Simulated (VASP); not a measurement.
Write the native input for VASP 6.6.1 that does the following.

* Task: single point
* Functional: PBEsol
* Potentials or basis: VASP PAW PBE potentials, release 64 (Sb_d_GW)
* Cutoff: 500 eV
* k mesh: 6 × 6 × 4
* Occupations: fermi-dirac, width 0.05 eV
* Spin: no spin polarisation
* Dipole correction: no
* Second run: valence_matched
* Further INCAR settings: ALGO = Normal; EDIFF = 1e-06; NBANDS = 38

The structure of Sb lies in POSCAR:

```
Sb
1.0
    4.4352720244      0.0000000000      0.0000000000
    0.0000000000      4.3308481452      0.0000000000
   -1.2935620687      0.0000000000      6.2344268918
Sb
4
Direct
    0.3399300000      0.2500000000      0.6836700000
    0.9366380000      0.7500000000      0.7627580000
    0.0633620000      0.2500000000      0.2372420000
    0.6600700000      0.7500000000      0.3163300000
```

These files were run (other wordings do the same):

INCAR

```
ALGO = Normal
EDIFF = 1E-6
ENCUT = 500
GGA = PS
GGA_COMPAT = F
ISIF = 2
ISMEAR = -1
LASPH = T
LCHARG = F
LREAL = F
LWAVE = F
NBANDS = 38
NELM = 120
PREC = Accurate
SIGMA = 0.05
```

KPOINTS

```
k-points
0
Gamma
  6 6 4
```

Potentials or basis: VASP PAW PBE potentials, release 64 (Sb_d_GW).

The run is started by

```sh
$ cat potpaw_PBE.64/Sb_d_GW/POTCAR > POTCAR
$ mpirun -np 1 vasp_std > vasp.out
```

It gave:

| Quantity | Value |
| --- | --- |
| Pressure | 0.8 GPa |
| Largest force | 0.369 eV/Å |
| Band gap on the k mesh | zero (band 30 reaches 5.38 eV, above the bottom of band 31 at 4.65 eV) |

Caveat: the PAW data sets were made with another functional, which shifts forces and pressure a little; spin-orbit coupling is left out, which moves the levels of the heavy elements.

Wall time 4.1 min on 1 thread of Intel(R) Xeon(R) Platinum 8259CL CPU @ 2.50GHz (Skylake/Cascade Lake) (shared host), peak memory 0.35 GiB.
